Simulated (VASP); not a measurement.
The system is Ti7Si.

```xyz
8
Lattice="-4.0823 4.0823 0.0000 -4.0823 0.0000 4.0823 0.0000 4.0823 4.0823" Properties=species:S:1:pos:R:3 pbc="T T T"
Ti    0.0000    0.0000    0.0000
Ti   -2.0412    2.0412    0.0000
Ti   -2.0412    0.0000    2.0412
Ti    0.0000    2.0412    2.0412
Ti   -2.0412    4.0823    2.0412
Ti   -2.0412    2.0412    4.0823
Ti   -4.0823    4.0823    4.0823
Si   -4.0823    2.0412    2.0412
```

- Program: VASP 6.6.1
- Task: relaxation of cell and atoms
- Functional: PBE
- Potentials or basis: VASP PAW PBE potentials, release 64 (Ti_sv, Si)
- Cutoff: 600 eV
- k mesh: 8 × 8 × 8
- Occupations: gaussian, width 0.1 eV
- Spin: no spin polarisation

At the start: pressure -3.8 GPa; volume 17.01 Å³/atom.

Question: How do energy, volume and symmetry change on relaxing?

Answer: Over 3 steps the energy falls by 7.0 meV/atom and the volume is 16.43 Å³/atom (-3.4 %); space group Fm-3m (No. 225, to 0.1 Å) before and after.

Step by step:
```csv
step,energy change (eV),largest force (eV/Å),pressure (GPa),volume (Å³)
1,0.0000,0.0000,-3.77,136.07
2,-0.0282,0.0000,2.92,128.33
3,-0.0560,0.0000,-0.03,131.45
```

Final structure:
```cif
data_structure
_symmetry_space_group_name_H-M 'P 1'
_symmetry_Int_Tables_number 1
_cell_length_a 5.7072
_cell_length_b 5.7072
_cell_length_c 5.7072
_cell_angle_alpha 60.000
_cell_angle_beta 60.000
_cell_angle_gamma 60.000
_cell_volume 131.45
loop_
_atom_site_label
_atom_site_type_symbol
_atom_site_fract_x
_atom_site_fract_y
_atom_site_fract_z
_atom_site_occupancy
Ti1 Ti 0.00000 0.00000 0.00000 1
Ti2 Ti 0.50000 0.00000 0.00000 1
Ti3 Ti 0.00000 0.50000 0.00000 1
Ti4 Ti 0.00000 0.00000 0.50000 1
Ti5 Ti 0.50000 0.00000 0.50000 1
Ti6 Ti 0.00000 0.50000 0.50000 1
Ti7 Ti 0.50000 0.50000 0.50000 1
Si1 Si 0.50000 0.50000 0.00000 1
```
